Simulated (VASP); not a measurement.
**LiF: single point with PBE**

The system is LiF.

```
Li F
1.0
     0.00000    2.02422    2.02422
     2.02422    0.00000    2.02422
     2.02422    2.02422    0.00000
Li F
1 1
Direct
  0.00000 0.00000 0.00000
  0.50000 0.50000 0.50000
```

- Program: VASP 6.6.1
- Task: single point
- Functional: PBE
- Potentials or basis: VASP PAW PBE potentials, release 64 (Li_sv, F)
- Cutoff: 750 eV
- k mesh: 7 × 7 × 7
- Occupations: gaussian, width 0.01 eV
- Spin: no spin polarisation
- Dipole correction: no
- Further INCAR settings: ALGO = Normal; EDIFF = 1e-06; NBANDS = 12

```yaml
Pressure: 0.3 GPa
Band_gap_on_the_k_mesh: 8.94 eV
```

Levels at points of the mesh, in eV from the valence-band top:
```tsv
k point	band 2	band 3	band 4	band 5	band 6	band 7	band 8	band 9
(0.00, 0.00, 0.00)	-19.93	0.00	0.00	0.00	8.94	23.77	23.77	23.77
```

Wall time 8.6 s on 1 thread of AMD EPYC 7R43 64-Core Processor (Zen 3) (shared host), peak memory 0.11 GiB.
